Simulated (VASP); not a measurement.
Set up this calculation in VASP 6.6.1, as the native input.

```
Task                   : relaxation of cell and atoms
Functional             : PBE
Potentials or basis    : VASP PAW PBE potentials, release 64 (Pb_d, Se)
Cutoff                 : 600 eV
k mesh                 : 6 × 6 × 6
Occupations            : gaussian, width 0.1 eV
Spin                   : no spin polarisation
Dipole correction      : no
Further INCAR settings : ALGO = Normal; EDIFF = 1e-06; IBRION = 2; EDIFFG = -0.04; NSW = 90; ISIF = 3
```

The structure of PbSe lies in POSCAR:

```
PbSe
1.0
    0.0000000000      3.0353642900      3.0353642900
    3.0353642900      0.0000000000      3.0353642900
    3.0353642900      3.0353642900      0.0000000000
Pb Se
1 1
Direct
    0.2500000000      0.2500000000      0.2500000000
    0.0000000000      0.0000000000      0.0000000000
```

The cell was generated, and may not be a known phase.

The input as run:

INCAR

```
SYSTEM = PbSe
PREC = Accurate
ENCUT = 600
EDIFF = 1E-6
ISMEAR = 0
SIGMA = 0.1
LREAL = .False.
LASPH = .True.
NELM = 60
ALGO = Normal
ISIF = 3
LWAVE = .False.
LCHARG = .False.
GGA = PE
IBRION = 2
NSW = 90
EDIFFG = -0.04
```

KPOINTS

```
regular mesh
0
Gamma
  6 6 6
  0 0 0
```

Potentials or basis: VASP PAW PBE potentials, release 64 (Pb_d, Se).

Run with:

```sh
$ cat potpaw_PBE.64/Pb_d/POTCAR potpaw_PBE.64/Se/POTCAR > POTCAR
$ mpirun -np 1 vasp_std > vasp.out
```

It gave:

```json
{"Relaxed volume": "41.13 Å³/atom", "Relaxed cell": "a = 4.882 Å, b = 4.882 Å, c = 4.882 Å, α = 60.00°, β = 60.00°, γ = 60.00°", "Space group after relaxing (to 0.1 Å)": "F-43m (No. 216)", "Energy gained by relaxing": "760.7 meV/atom", "Ionic steps": "4", "Pressure after relaxing": "0.0 GPa", "Band gap on the k mesh": "0.80 eV (least direct gap 1.18 eV)"}
```

Caveat: the volume moved by over 15 % at a fixed basis, so the end points are rough; spin-orbit coupling is left out, which moves the levels of the heavy elements.

It took 69 s on 1 thread of Intel(R) Xeon(R) Platinum 8259CL CPU @ 2.50GHz (Skylake/Cascade Lake) (shared host), peak memory 0.22 GiB.
